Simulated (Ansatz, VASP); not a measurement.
## One calculation of BaGeP4, two programs

```xyz
6
Lattice="0.0000 4.0005 4.0005 4.0005 0.0000 4.0005 4.0005 4.0005 0.0000" Properties=species:S:1:pos:R:3 pbc="T T T"
Ba    0.0000    0.0000    0.0000
Ge    2.0003    2.0003    2.0003
P     3.1764    4.8246    3.1764
P     3.1764    3.1764    4.8246
P     4.8246    4.8246    4.8246
P     4.8246    3.1764    3.1764
```

Change from the starting cell: species swapped into the TbNi4Au type (F-43m, No. 216).

Alike in both runs: functional PBE; k mesh 4 × 4 × 4; occupations gaussian, width 0.1 eV; no spin polarisation.

Ansatz relaxed the structure, and its values are those at the end. VASP's run is a single point on that final structure, the one shown.

|  | VASP | Ansatz |
| --- | --- | --- |
| version | VASP 6.6.1 | Ansatz 0.2.0 |
| potentials or method | VASP PAW PBE potentials, release 64 (Ba_sv, Ge_d, P), cutoff 520 eV | scalar-relativistic, plane waves, PAW |
| valence electrons in the cell | 44 | 44 |

VASP gave:

| Quantity | Value |
| --- | --- |
| gap on the k mesh at the Fermi level (eV) | none |
| pressure (GPa) | 0.7 |
| rms of the force components (eV/Å) | 0.038 |

Problem. What did Ansatz give for the same quantities?

Solution. gap on the k mesh at the Fermi level (eV): none; pressure (GPa): 0.3; rms of the force components (eV/Å): 0.006.

A gap of «none» marks a metal or a gap that the smearing closes.

Spin-orbit coupling is off throughout.
